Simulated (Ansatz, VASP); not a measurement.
**Co: VASP beside Ansatz**

INCAR

```
SYSTEM = Co
PREC = Accurate
ENCUT = 520
EDIFF = 1E-6
ISMEAR = -1
SIGMA = 0.05
LREAL = .FALSE.
LASPH = .TRUE.
NELM = 150
ALGO = Normal
ISIF = 2
LWAVE = .FALSE.
LCHARG = .TRUE.
ISPIN = 2
MAGMOM = 2.5 2.5
LORBIT = 11
NUPDOWN = 5.0
LMAXMIX = 4
GGA = PE
LELF = .TRUE.
LVHAR = .TRUE.
NBANDS = 20
```

The input KPOINTS:

```
Automatic mesh
0
G
  10 10 6
  0 0 0
```

The input POSCAR:

```
Co
1.0
    2.4719999032      0.0000000000      0.0000000000
   -1.2359999516      2.1408147143      0.0000000000
    0.0000000000      0.0000000000      4.0211440800
Co
2
Direct
    0.6666666667      0.3333333333      0.7500000000
    0.3333333333      0.6666666667      0.2500000000
```

File input.yaml:

```yaml
crystal:
  lattice:
    - [2.4719999032, 0.0, 0.0]
    - [-1.2359999516, 2.1408147143, 0.0]
    - [0.0, 0.0, 4.02114408]
  atoms:
    - { symbol: Co, position: [0.6666666667, 0.3333333333, 0.75], spin: 2.5 }
    - { symbol: Co, position: [0.3333333333, 0.6666666667, 0.25], spin: 2.5 }
hamiltonian:
  xc: pbe
  pseudopotentials: { kind: paw }
magnetization:
  spin_polarized: true
  initial_magnetization: 5.0
  spin_locking: { lock_magnetization: hard }
kpoints:
  mp_grid: { grid: [10, 10, 6] }
scf:
  occupations: { method: fermi_dirac, width: 0.05 }
  lower_state_search: "off"
output:
  forces: true
  stress: true
  eigenvalues: true
  write_density: true
  write_potential: true
  elf: true
  volumetric_format: npy
```

Alike in both runs: task single point; functional PBE; k mesh 10 × 10 × 6; occupations fermi-dirac, width 0.05 eV; collinear spin; fixed moment 5 μB.

|  | VASP | Ansatz |
| --- | --- | --- |
| version | VASP 6.6.1 | Ansatz 0.2.0 |
| potentials or method | VASP PAW PBE potentials, release 64 (Co) | Ansatz PAW |
| plane-wave cutoff (eV) | 520 | 420 |
| valence electrons in the cell | 18 | 34 |

```tsv
	VASP	Ansatz	Ansatz less VASP
net moment per atom (μB)	2.50	2.50	0.000
size of the moment on the site where the two differ most (μB)	2.43	2.41	-0.018
```

Site moments also hang on the region over which each program counts them. With one functional, cell and mesh, what is left measures potentials, basis and numerics. VASP's potentials hold 18 valence electrons a cell and Ansatz's 34, so a difference there can come from the potentials and not from the codes.
